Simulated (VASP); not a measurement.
# BaS (Pm-3m) in VASP: a series of runs

BaS is run at these levels: PBE; tasks: vibrations by perturbation theory.

Everything below comes from runs of VASP 6.6.1. Logs are shortened: lines on timing, memory, paths and dates and some standing lists are left out, and cuts for length are marked.

## (1) The cell of the first run

Symmetry: Pm-3m, No. 221, cubic system. The conventional cell has a = 3.820 Å, b = 3.820 Å, c = 3.820 Å, α = 90.00°, β = 90.00°, γ = 90.00°. Ba (site symmetry m-3m) has 8 S at 3.31 Å and 6 Ba at 3.82 Å within 4.4 Å. S (site symmetry m-3m) has 8 Ba at 3.31 Å and 6 S at 3.82 Å within 4.4 Å.

## (2) Vibrations by perturbation theory, PBE

INCAR reads:

```
SYSTEM = BaS
ALGO = Normal
EDIFF = 1E-8
ENCUT = 520
GGA = PE
IBRION = 8
ISIF = 2
ISMEAR = 0
LASPH = .True.
LCHARG = .True.
LEPSILON = .True.
LREAL = .False.
LWAVE = .False.
NBANDS = 15
NELM = 100
NSW = 1
PREC = Accurate
SIGMA = 0.01
```

KPOINTS reads:

```
k-points
0
Gamma
  8 8 8
  0 0 0
```

POSCAR reads:

```
BaS
1.0
    3.8197000000      0.0000000000      0.0000000000
    0.0000000000      3.8197000000      0.0000000000
    0.0000000000      0.0000000000      3.8197000000
Ba S
1 1
Direct
    0.0000000000      0.0000000000      0.0000000000
    0.5000000000      0.5000000000      0.5000000000
```

Potentials or basis: VASP PAW PBE potentials, release 64 (Ba_sv, S).

Launch:

```console
> cat potpaw_PBE.64/Ba_sv/POTCAR potpaw_PBE.64/S/POTCAR > POTCAR
> mpirun -np 1 vasp_std > vasp.out
```

OUTCAR:

```text
SYSTEM = BaS
   EDIFF = 1E-8
   ENCUT = 520
   GGA = PE
   IBRION = 8
   ISIF = 2
   ISMEAR = 0
   LASPH = .True.
   LEPSILON = .True.
   LREAL = .False.
   NELM = 100
   NSW = 1
   PREC = Accurate

 ion  position               nearest neighbor table
   1  0.000  0.000  0.000-   2 3.31   2 3.31   2 3.31   2 3.31   2 3.31   2 3.31   2 3.31   2 3.31

   2  0.500  0.500  0.500-   1 3.31   1 3.31   1 3.31   1 3.31   1 3.31   1 3.31   1 3.31   1 3.31

  LATTYP: Found a simple cubic cell.
 ALAT       =     3.8197000000

  Lattice vectors:

 A1 = (   3.8197000000,   0.0000000000,   0.0000000000)
 A2 = (   0.0000000000,   3.8197000000,   0.0000000000)
 A3 = (   0.0000000000,   0.0000000000,   3.8197000000)

Analysis of symmetry for initial positions (statically):
=====================================================================
 Subroutine PRICEL returns:
 Original cell was already a primitive cell.

 Routine SETGRP: Setting up the symmetry group for a
 simple cubic supercell.

 Subroutine GETGRP returns: Found 48 space group operations
 (whereof 48 operations were pure point group operations)
 out of a pool of 48 trial point group operations.

The static configuration has the point symmetry O_h .

Analysis of symmetry for dynamics (positions and initial velocities):
=====================================================================
 Subroutine PRICEL returns:
 Original cell was already a primitive cell.

 Routine SETGRP: Setting up the symmetry group for a
 simple cubic supercell.

 Subroutine GETGRP returns: Found 48 space group operations
 (whereof 48 operations were pure point group operations)
 out of a pool of 48 trial point group operations.

The dynamic configuration has the point symmetry O_h .

 Subroutine INISYM returns: Found 48 space group operations
 (whereof 48 operations are pure point group operations),
 and found     1 'primitive' translations

----------------------------------------------------------------------------------------

                                     Primitive cell

  volume of cell :      55.7298

  direct lattice vectors                    reciprocal lattice vectors
     3.819700000  0.000000000  0.000000000     0.261800665  0.000000000  0.000000000
     0.000000000  3.819700000  0.000000000     0.000000000  0.261800665  0.000000000
     0.000000000  0.000000000  3.819700000     0.000000000  0.000000000  0.261800665

  length of vectors
     3.819700000  3.819700000  3.819700000     0.261800665  0.261800665  0.261800665

  position of ions in fractional coordinates (direct lattice)
     0.000000000  0.000000000  0.000000000
     0.500000000  0.500000000  0.500000000

  ion indices of the primitive-cell ions
   primitive index   ion index
                 1           1
                 2           2

----------------------------------------------------------------------------------------

 KPOINTS: k-points

Automatic generation of k-mesh.
 Grid dimensions read from file:
[... 582 lines left out ...]
           0.000000    -0.000000     6.940598
 ------------------------------------------------------

 Free energy of the ion-electron system (eV)
  ---------------------------------------------------
  ---------------------------------------------------
  free energy    TOTEN  =        -0.93446626 eV

  energy without entropy =       -0.93446626

------------------------ aborting loop because EDIFF is reached ----------------------------------------

--------------------------------------- Ionic step        2  -------------------------------------------

------------------------ aborting loop because EDIFF is reached ----------------------------------------

--------------------------------------- Ionic step        3  -------------------------------------------

------------------------ aborting loop because EDIFF is reached ----------------------------------------

 PIEZOELECTRIC TENSOR FIELD DIRECTION 3  (e Angst)
 -----------------------------------------------------------------------------
     0.00009  0.00000  0.00000           (  0.00001  0.00000  0.00000)
     0.00000  0.00009 -0.00000           (  0.00000  0.00001  0.00000)
    -0.00000  0.00000 -0.00414           (  0.00000  0.00000  0.00000)

 PIEZOELECTRIC TENSOR FIELD DIRECTION 3  (C/m^2)
 -----------------------------------------------------------------------------
     0.00003  0.00000  0.00000
     0.00000  0.00003 -0.00000
    -0.00000  0.00000 -0.00119

--------------------------------------- Ionic step        4  -------------------------------------------

------------------------ aborting loop because EDIFF is reached ----------------------------------------

[... ionic steps 5 to 6 ...]

--------------------------------------- Ionic step        7  -------------------------------------------

 Free energy of the ion-electron system (eV)
  ---------------------------------------------------
  ---------------------------------------------------
  free energy    TOTEN  =        -0.11044524 eV

  energy without entropy =       -0.11044524

------------------------ aborting loop because EDIFF is reached ----------------------------------------

 INTERNAL STRAIN TENSOR  FOR ION    2  DIRECTION 1   (eV/Angst):
 -----------------------------------------------------------------------------
     0.00822 -0.00000  0.00000
    -0.00000  0.00923  0.00000
    -0.00000  0.00000  0.00923

 MACROSCOPIC STATIC DIELECTRIC TENSOR (including local field effects in DFT)
 ------------------------------------------------------
           6.481647    -0.000000    -0.000000
          -0.000000     6.481647    -0.000000
           0.000000    -0.000000     6.481647
 ------------------------------------------------------

 PIEZOELECTRIC TENSOR (including local field effects)  for field in x, y, z        (e  Angst)
          XX          YY          ZZ          XY          YZ          ZX
  --------------------------------------------------------------------------------
  x     0.00000     0.00000     0.00000     0.00000     0.00000     0.00000
  y     0.00000     0.00000     0.00000     0.00000     0.00000     0.00000
  z     0.00000     0.00000     0.00000     0.00000     0.00000     0.00000

 PIEZOELECTRIC TENSOR (including local field effects)  for field in x, y, z        (C/m^2)
          XX          YY          ZZ          XY          YZ          ZX
  --------------------------------------------------------------------------------
  x     0.00000     0.00000     0.00000     0.00000     0.00000     0.00000
  y     0.00000     0.00000     0.00000     0.00000     0.00000     0.00000
  z     0.00000     0.00000     0.00000     0.00000     0.00000     0.00000

 BORN EFFECTIVE CHARGES (including local field effects) (in |e|, cummulative output)
 ---------------------------------------------------------------------------------
 ion    1
    1     2.99652     0.00000    -0.00000
    2    -0.00000     2.99652    -0.00000
    3    -0.00000     0.00000     2.99652
 ion    2
    1    -2.99652    -0.00000     0.00000
    2     0.00000    -2.99652     0.00000
    3     0.00000    -0.00000    -2.99652

 INTERNAL STRAIN TENSOR FOR ION    2 for displacements in x,y,z  (eV/Angst):
          X           Y           Z          XY          YZ          ZX
  --------------------------------------------------------------------------------
  x     0.00000     0.00000     0.00000     0.00000     0.00000     0.00000
  y     0.00000     0.00000     0.00000     0.00000     0.00000     0.00000
  z     0.00000     0.00000     0.00000     0.00000     0.00000     0.00000

 SECOND DERIVATIVES (NOT SYMMETRIZED)
 ------------------------------------
               1X          1Y          1Z          2X          2Y          2Z
  1X    -1.212517   -0.000000    0.000000    1.212517    0.000000   -0.000000
  1Y     0.000000   -1.212517    0.000000   -0.000000    1.212517   -0.000000
  1Z    -0.000000    0.000000   -1.212517    0.000000   -0.000000    1.212517
  2X     1.201213   -0.000000    0.000000   -1.201213    0.000000   -0.000000
  2Y    -0.000000    1.201213    0.000000    0.000000   -1.201213   -0.000000
  2Z     0.000000    0.000000    1.201213   -0.000000   -0.000000   -1.201213

 Eigenvectors and eigenvalues of the dynamical matrix
 ----------------------------------------------------

   1 f  =    3.363530 THz    21.133685 2PiTHz  112.195297 cm-1    13.910438 meV
             X         Y         Z           dx          dy          dz
      0.000000  0.000000  0.000000     0.423535    0.106590   -0.000000
      1.909850  1.909850  1.909850    -0.872384   -0.219551   -0.000000
[... 21 lines left out ...]
   6 f/i=    0.006189 THz     0.038885 2PiTHz    0.206433 cm-1     0.025594 meV
             X         Y         Z           dx          dy          dz
      0.000000  0.000000  0.000000    -0.276295   -0.740634    0.429395
      1.909850  1.909850  1.909850    -0.134139   -0.359571    0.208467

--------------------------------------------------------------------------------------------------------

 MACROSCOPIC STATIC DIELECTRIC TENSOR IONIC CONTRIBUTION
 ------------------------------------------------------
          24.157374     0.000000    -0.000000
           0.000000    24.157374    -0.000000
          -0.000000    -0.000000    24.157374
 ------------------------------------------------------

 ELASTIC MODULI CONTR FROM IONIC RELAXATION (kBar)
 Direction    XX          YY          ZZ          XY          YZ          ZX
 --------------------------------------------------------------------------------
 XX           0.0000      0.0000      0.0000      0.0000      0.0000      0.0000
 YY           0.0000      0.0000      0.0000      0.0000      0.0000      0.0000
 ZZ           0.0000      0.0000      0.0000      0.0000      0.0000      0.0000
 XY           0.0000      0.0000      0.0000      0.0000      0.0000      0.0000
 YZ           0.0000      0.0000      0.0000      0.0000      0.0000      0.0000
 ZX           0.0000      0.0000      0.0000      0.0000      0.0000      0.0000
 --------------------------------------------------------------------------------

 PIEZOELECTRIC TENSOR IONIC CONTR  for field in x, y, z        (C/m^2)
          XX          YY          ZZ          XY          YZ          ZX
  --------------------------------------------------------------------------------
  x     0.00000     0.00000     0.00000     0.00000     0.00000     0.00000
  y     0.00000     0.00000     0.00000     0.00000     0.00000     0.00000
  z     0.00000     0.00000     0.00000     0.00000     0.00000     0.00000
```

Run time: 16 min. Hardware: 1 thread of AMD EPYC 7R13, shared host; peak memory 0.28 GiB.

What came out:

```
Electronic dielectric tensor (diagonal)                 : 6.48
Born charges (mean of the diagonal)                     : Ba +3.00; S -3.00 e
Highest phonon frequency at Γ, LO-TO splitting left out : 112 cm⁻¹
```

Phonon frequencies in cm⁻¹ (negative: imaginary):
| q point | frequencies |
| --- | --- |
| (0.000, 0.000, 0.000) | 0 0 0 112 112 112 |

Electronic dielectric tensor:
```
6.48 0.00 0.00
0.00 6.48 0.00
0.00 0.00 6.48
```

Born effective charge tensors (e):
atom 1, Ba
```
3.00 0.00 0.00
0.00 3.00 0.00
0.00 0.00 3.00
```
atom 2, S
```
-3.00  0.00  0.00
 0.00 -3.00  0.00
 0.00  0.00 -3.00
```

Caveat: the cell wasn't relaxed at this level first, which shifts response properties; spin-orbit coupling is left out, which moves the levels of the heavy elements.

## (3) Vibrations by perturbation theory, PBE

This run uses another cell than the first one, of 29.42 Å³/atom, 1.056 times its volume.

INCAR reads:

```
PREC = Accurate
ENCUT = 520
EDIFF = 1E-8
ISMEAR = 0
SIGMA = 0.01
LREAL = False
LASPH = True
NELM = 100
ALGO = Normal
ISIF = 2
LWAVE = False
LCHARG = False
GGA = PE
IBRION = 8
NSW = 1
LEPSILON = True
```

KPOINTS reads:

```
regular mesh
0
Gamma
  8 8 8
```

POSCAR reads:

```
BaS
1.0
    3.8893000000      0.0000000000      0.0000000000
    0.0000000000      3.8893000000      0.0000000000
    0.0000000000      0.0000000000      3.8893000000
Ba S
1 1
Direct
    0.0000000000      0.0000000000      0.0000000000
    0.5000000000      0.5000000000      0.5000000000
```

Potentials or basis: VASP PAW PBE potentials, release 64 (Ba_sv, S).

Launch:

```console
> cat potpaw_PBE.64/Ba_sv/POTCAR potpaw_PBE.64/S/POTCAR > POTCAR
> mpirun -np 1 vasp_std > vasp.out
```

OUTCAR:

```text
PREC = Accurate
   ENCUT = 520
   EDIFF = 1E-8
   ISMEAR = 0
   LREAL = False
   LASPH = True
   NELM = 100
   ISIF = 2
   GGA = PE
   IBRION = 8
   NSW = 1
   LEPSILON = True

 ion  position               nearest neighbor table
   1  0.000  0.000  0.000-   2 3.37   2 3.37   2 3.37   2 3.37   2 3.37   2 3.37   2 3.37   2 3.37

   2  0.500  0.500  0.500-   1 3.37   1 3.37   1 3.37   1 3.37   1 3.37   1 3.37   1 3.37   1 3.37

  LATTYP: Found a simple cubic cell.
 ALAT       =     3.8893000000

  Lattice vectors:

 A1 = (   3.8893000000,   0.0000000000,   0.0000000000)
 A2 = (   0.0000000000,   3.8893000000,   0.0000000000)
 A3 = (   0.0000000000,   0.0000000000,   3.8893000000)

Analysis of symmetry for initial positions (statically):
=====================================================================
 Subroutine PRICEL returns:
 Original cell was already a primitive cell.

 Routine SETGRP: Setting up the symmetry group for a
 simple cubic supercell.

 Subroutine GETGRP returns: Found 48 space group operations
 (whereof 48 operations were pure point group operations)
 out of a pool of 48 trial point group operations.

The static configuration has the point symmetry O_h .

Analysis of symmetry for dynamics (positions and initial velocities):
=====================================================================
 Subroutine PRICEL returns:
 Original cell was already a primitive cell.

[... 620 lines left out ...]
  z     0.00000     0.00000     0.00000     0.00000     0.00000     0.00000

 PIEZOELECTRIC TENSOR (including local field effects)  for field in x, y, z        (C/m^2)
          XX          YY          ZZ          XY          YZ          ZX
  --------------------------------------------------------------------------------
  x     0.00000     0.00000     0.00000     0.00000     0.00000     0.00000
  y     0.00000     0.00000     0.00000     0.00000     0.00000     0.00000
  z     0.00000     0.00000     0.00000     0.00000     0.00000     0.00000

 BORN EFFECTIVE CHARGES (including local field effects) (in |e|, cummulative output)
 ---------------------------------------------------------------------------------
 ion    1
    1     2.95939     0.00000    -0.00000
    2    -0.00000     2.95939    -0.00000
    3     0.00000     0.00000     2.95939
 ion    2
    1    -2.95939    -0.00000     0.00000
    2     0.00000    -2.95939     0.00000
    3    -0.00000     0.00000    -2.95939

 INTERNAL STRAIN TENSOR FOR ION    2 for displacements in x,y,z  (eV/Angst):
          X           Y           Z          XY          YZ          ZX
  --------------------------------------------------------------------------------
  x     0.00000     0.00000     0.00000     0.00000     0.00000     0.00000
  y     0.00000     0.00000     0.00000     0.00000     0.00000     0.00000
  z     0.00000     0.00000     0.00000     0.00000     0.00000     0.00000

 SECOND DERIVATIVES (NOT SYMMETRIZED)
 ------------------------------------
               1X          1Y          1Z          2X          2Y          2Z
  1X    -0.731526    0.000000   -0.000000    0.731526   -0.000000    0.000000
  1Y    -0.000000   -0.731526   -0.000000    0.000000    0.731526    0.000000
  1Z     0.000000    0.000000   -0.731526   -0.000000   -0.000000    0.731526
  2X     0.726027   -0.000000   -0.000000   -0.726027    0.000000    0.000000
  2Y    -0.000000    0.726027    0.000000    0.000000   -0.726027   -0.000000
  2Z     0.000000    0.000000    0.726027   -0.000000   -0.000000   -0.726027

 Eigenvectors and eigenvalues of the dynamical matrix
 ----------------------------------------------------

   1 f  =    2.614485 THz    16.427291 2PiTHz   87.209817 cm-1    10.812634 meV
             X         Y         Z           dx          dy          dz
      0.000000  0.000000  0.000000     0.000000    0.436419    0.000000
      1.944650  1.944650  1.944650     0.000000   -0.899744    0.000000
[... 21 lines left out ...]
   6 f/i=    0.003873 THz     0.024336 2PiTHz    0.129195 cm-1     0.016018 meV
             X         Y         Z           dx          dy          dz
      0.000000  0.000000  0.000000     0.795452    0.399150    0.132188
      1.944650  1.944650  1.944650     0.385833    0.193607    0.064118

--------------------------------------------------------------------------------------------------------

 MACROSCOPIC STATIC DIELECTRIC TENSOR IONIC CONTRIBUTION
 ------------------------------------------------------
          36.962357    -0.000000    -0.000000
          -0.000000    36.962357     0.000000
          -0.000000     0.000000    36.962357
 ------------------------------------------------------

 ELASTIC MODULI CONTR FROM IONIC RELAXATION (kBar)
 Direction    XX          YY          ZZ          XY          YZ          ZX
 --------------------------------------------------------------------------------
 XX           0.0000      0.0000      0.0000      0.0000      0.0000      0.0000
 YY           0.0000      0.0000      0.0000      0.0000      0.0000      0.0000
 ZZ           0.0000      0.0000      0.0000      0.0000      0.0000      0.0000
 XY           0.0000      0.0000      0.0000      0.0000      0.0000      0.0000
 YZ           0.0000      0.0000      0.0000      0.0000      0.0000      0.0000
 ZX           0.0000      0.0000      0.0000      0.0000      0.0000      0.0000
 --------------------------------------------------------------------------------

 PIEZOELECTRIC TENSOR IONIC CONTR  for field in x, y, z        (C/m^2)
          XX          YY          ZZ          XY          YZ          ZX
  --------------------------------------------------------------------------------
  x     0.00000     0.00000     0.00000     0.00000     0.00000     0.00000
  y     0.00000     0.00000     0.00000     0.00000     0.00000     0.00000
  z     0.00000     0.00000     0.00000     0.00000     0.00000     0.00000
```

It took 15 min on 1 thread of AMD EPYC 7R13, shared host; peak memory 0.27 GiB.

Results:

| Item | Value |
| --- | --- |
| Electronic dielectric tensor (diagonal) | 6.25 |
| Born charges (mean of the diagonal) | Ba +2.96; S -2.96 e |
| Highest phonon frequency at Γ, LO-TO splitting left out | 87 cm⁻¹ |

Phonon frequencies in cm⁻¹ (negative: imaginary):
```
              q point     frequencies
(0.000, 0.000, 0.000)  0 0 0 87 87 87
```

Electronic dielectric tensor:
```
6.25 0.00 0.00
0.00 6.25 0.00
0.00 0.00 6.25
```

Born effective charge tensors (e):
atom 1, Ba
```
2.96 0.00 0.00
0.00 2.96 0.00
0.00 0.00 2.96
```
atom 2, S
```
-2.96  0.00  0.00
 0.00 -2.96  0.00
 0.00  0.00 -2.96
```

Caveat: spin-orbit coupling is left out, which moves the levels of the heavy elements.
